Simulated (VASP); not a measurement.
SrMg:

```
Sr Mg
1.0
     4.07018    0.00000    0.00000
    -2.03509    3.52488    0.00000
     0.00000    0.00000   11.10990
Sr Mg
2 2
Cartesian
  2.0351 1.1750 1.7928
  0.0000 2.3499 9.3171
  0.0000 2.3499 4.5384
  2.0351 1.1750 6.5715
```

```yaml
Program: VASP 6.6.1
Task: relaxation of cell and atoms
Functional: LDA
Potentials_or_basis: VASP PAW LDA potentials, release 64 (Sr_sv, Mg)
Cutoff: 600 eV
k_mesh: 6 × 6 × 2
Occupations: gaussian, width 0.1 eV
Spin: no spin polarisation
```

At the start: pressure -1.5 GPa; volume 39.85 Å³/atom.

**Question.** How do energy, volume and symmetry change on relaxing?

**Answer.** Over 11 steps the energy falls by 23.8 meV/atom and the volume is 35.45 Å³/atom (-11.0 %); space group P-3m1 (No. 164, to 0.05 Å).

The path:
| step | energy change (eV) | largest force (eV/Å) | pressure (GPa) | volume (Å³) |
| --- | --- | --- | --- | --- |
| 1 | 0.0000 | 0.0246 | -1.54 | 159.39 |
| 2 | -0.0618 | 0.0690 | -0.70 | 150.74 |
| 3 | -0.0752 | 0.1017 | -0.05 | 145.28 |
| 4 | -0.0753 | 0.1048 | 0.02 | 144.79 |
| 5 | -0.0801 | 0.0961 | 0.02 | 144.39 |
| 6 | -0.0888 | 0.1068 | 0.02 | 143.16 |
| 7 | -0.0894 | 0.1203 | 0.02 | 142.66 |
| 8 | -0.0926 | 0.0729 | -0.01 | 142.51 |
| 9 | -0.0945 | 0.0205 | -0.03 | 142.29 |
| 10 | -0.0945 | 0.0184 | -0.04 | 142.27 |
| 11 | -0.0952 | 0.0134 | 0.06 | 141.79 |

Final structure:
```xyz
4
Lattice="3.8555 0.0000 0.0000 -1.9277 3.3389 0.0000 0.0000 0.0000 11.0144" Properties=species:S:1:pos:R:3 pbc="T T T"
Sr    1.9277    1.1130    1.7179
Sr    0.0000    2.2260    9.2966
Mg    0.0000    2.2260    4.4513
Mg    1.9277    1.1130    6.5631
```
